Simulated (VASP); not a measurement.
Crystal: KBr.

```
Br K
1.0
     0.00000    3.30000    3.30000
     3.30000    0.00000    3.30000
     3.30000    3.30000    0.00000
Br K
1 1
Direct
  0.50000 0.50000 0.50000
  0.00000 0.00000 0.00000
```

* Program: VASP 6.6.1
* Task: relaxation of cell and atoms
* Functional: LDA
* Potentials or basis: VASP PAW LDA potentials, release 64 (Br, K_sv)
* Cutoff: 600 eV
* k mesh: 7 × 7 × 7
* Occupations: fermi-dirac, width 0.05 eV
* Spin: no spin polarisation

At the start: pressure -1.6 GPa; volume 35.94 Å³/atom.

Task: How do energy, volume and symmetry change on relaxing?

Result: Over 3 steps the energy falls by 18.7 meV/atom and the volume is 32.65 Å³/atom (-9.1 %); space group Fm-3m (No. 225, to 0.1 Å) before and after.

Step by step:
```
step  energy change (eV)  largest force (eV/Å)  pressure (GPa)  volume (Å³)
   1              0.0000                0.0000           -1.58        71.87
   2             -0.0283                0.0000           -0.87        68.24
   3             -0.0375                0.0000           -0.09        65.30
```

Final structure:
```
CELL_PARAMETERS angstrom
0.00000 3.19616 3.19616
3.19616 0.00000 3.19616
3.19616 3.19616 0.00000
ATOMIC_POSITIONS crystal
Br 0.50000 0.50000 0.50000
K 0.00000 0.00000 0.00000
```
